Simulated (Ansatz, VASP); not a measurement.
**One calculation of SnSe2, two programs**

The input INCAR:

```
SYSTEM = SnSe2
ALGO = Normal
EDIFF = 1E-6
ENCUT = 520
GGA = PE
ISIF = 2
ISMEAR = 0
LASPH = .True.
LCHARG = .False.
LREAL = .False.
LWAVE = .False.
NBANDS = 20
NELM = 100
PREC = Accurate
SIGMA = 0.05
```

File KPOINTS:

```
k-points
0
Gamma
  12 12 6
  0 0 0
```

File POSCAR:

```
SnSe2
1.0
    3.8109987816      0.0000000000      0.0000000000
   -1.9054993908      3.3004217586      0.0000000000
    0.0000000000      0.0000000000      6.1370000000
Sn Se
1 2
Direct
    0.0000000000      0.0000000000      0.0000000000
    0.3333333333      0.6666666667      0.3477676389
    0.6666666667      0.3333333333      0.7500000000
```

Input for Ansatz:

```yaml
crystal:
  lattice:
    - [3.8109987816, 0.0, 0.0]
    - [-1.9054993908, 3.3004217586, 0.0]
    - [0.0, 0.0, 6.137]
  atoms:
    - { symbol: Sn, position: [0.0, 0.0, 0.0] }
    - { symbol: Se, position: [0.3333333333, 0.6666666667, 0.3477676389] }
    - { symbol: Se, position: [0.6666666667, 0.3333333333, 0.75] }
basis:
  ecutwfc: 420
kpoints:
  mp_grid: { grid: [12, 12, 6] }
hamiltonian:
  xc: pbe
scf:
  occupations: { method: gaussian, width: 0.05 }
output:
  forces: true
  stress: true
  eigenvalues: true
```

Alike in both runs: task single point; functional PBE; k mesh 12 × 12 × 6; occupations gaussian, width 0.05 eV; no spin polarisation.

|  | VASP | Ansatz |
| --- | --- | --- |
| version | VASP 6.6.1 | Ansatz 0.2.0 |
| potentials or method | VASP PAW PBE potentials, release 64 (Sn_d, Se), cutoff 520 eV | scalar-relativistic, plane waves, PAW |
| valence electrons in the cell | 26 | 46 |

VASP gave:

| Item | Value |
| --- | --- |
| gap on the k mesh at the Fermi level (eV) | none |
| pressure (GPa) | 0.1 |
| traceless stress, the component that is largest in VASP (GPa) | -4.10 |
| rms of the force components (eV/Å) | 0.922 |

Q: Estimate Ansatz's values.

A: gap on the k mesh at the Fermi level (eV): none; pressure (GPa): 0.0; traceless stress, the component that is largest in VASP (GPa): -4.12; rms of the force components (eV/Å): 0.919.

Atom by atom the forces differ by 0.008 eV/Å (rms over components). A gap of «none» marks a metal or a gap that the smearing closes. The functional is the same, so the differences come from potentials, cutoffs and numerics. VASP's potentials hold 26 valence electrons a cell and Ansatz's 46, so a difference there can come from the potentials and not from the codes.
